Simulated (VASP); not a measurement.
Input of a VASP 6.6.1 run:

File INCAR:

```
PREC = Accurate
ENCUT = 600
EDIFF = 1E-6
ISMEAR = -1
SIGMA = 0.05
LREAL = False
LASPH = True
NELM = 120
ALGO = Normal
ISIF = 2
LWAVE = False
LCHARG = True
GGA = LIBXC
LIBXC1 = GGA_X_B88
LIBXC2 = GGA_C_PBE
LELF = True
LVHAR = True
NBANDS = 16
GGA_COMPAT = False
```

KPOINTS

```
regular mesh
0
Gamma
  10 10 5
```

The input POSCAR:

```
SiC
1.0
    3.0553550827      0.0000000000      0.0000000000
   -1.5276775413      2.6460151191      0.0000000000
    0.0000000000      0.0000000000      5.0141197845
Si C
2 2
Direct
    0.6666666667      0.3333333333      0.5000000000
    0.3333333333      0.6666666667      0.0000000000
    0.6666666667      0.3333333333      0.8850000000
    0.3333333333      0.6666666667      0.3850000000
```

Potentials or basis: VASP PAW PBE potentials, release 64 (Si, C).

Launch:

```console
$ cat potpaw_PBE.64/Si/POTCAR potpaw_PBE.64/C/POTCAR > POTCAR
$ mpirun -np 1 vasp_std > vasp.out
```

(1) Predict the largest force.

(2) Predict the pressure.

(3) Predict the band gap on the k mesh.

Answers

(1) 0.786 eV/Å.

(2) 8.4 GPa.

(3) 2.45 eV (least direct gap 4.12 eV).

Caveat: the cell stands under pressure; the PAW data sets were made with another functional, which shifts forces and pressure a little; an odd mesh through Γ misses points on the zone boundary, where band edges can lie.
